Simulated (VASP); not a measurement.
Write the native input for VASP 6.6.1 that does the following.

```yaml
Task: single point
Functional: PBEsol
Potentials_or_basis: VASP PAW PBE potentials, release 64 (Na_pv)
Cutoff: 520 eV
k_mesh: 12 × 12 × 10
Occupations: gaussian, width 0.15 eV
Spin: no spin polarisation
Dipole_correction: no
Further_INCAR_settings: ALGO = Fast; EDIFF = 1e-06; NBANDS = 14
```

The structure of Na lies in POSCAR:

```
Na
1.0
    0.0000000000     -3.7580792051      0.0000000000
   -3.7580792051      0.0000000000      0.0000000000
    0.0000000000      0.0000000000     -5.2675445391
Na
2
Direct
    0.5000000000      0.6094671979      0.5000000000
    0.0000000000     -0.1094671979      0.0000000000
```

This cell differs from its parent crystal: atoms displaced along a vibrational mode, the cell strained.

The input as run:

INCAR

```
SYSTEM = Na
PREC = Accurate ; ENCUT = 520
EDIFF = 1E-6 ; ISMEAR = 0
SIGMA = 0.15 ; LREAL = .False.
LASPH = .True. ; NELM = 60
ALGO = Fast ; ISIF = 2
LWAVE = .False. ; LCHARG = .False.
GGA = PS ; NBANDS = 14
```

KPOINTS

```
regular mesh
0
Gamma
  12 12 10
  0 0 0
```

Potentials or basis: VASP PAW PBE potentials, release 64 (Na_pv).

Command:

```bash
$ cat potpaw_PBE.64/Na_pv/POTCAR > POTCAR
$ mpirun -np 1 vasp_std > vasp.out
```

Results of the run:

```yaml
Pressure: 0.1 GPa
Largest_force: 0.228 eV/Å
Band_gap_on_the_k_mesh: zero (bands 7 and 8 overlap by 4.67 eV)
```

Caveat: the cell differs from its parent crystal (atoms displaced along a vibrational mode, the cell strained); the PAW data sets were made with another functional, which shifts forces and pressure a little.

Wall time 110 s on 1 thread of Intel(R) Xeon(R) Platinum 8488C (Sapphire Rapids), with other jobs on the host, peak memory 0.33 GiB.
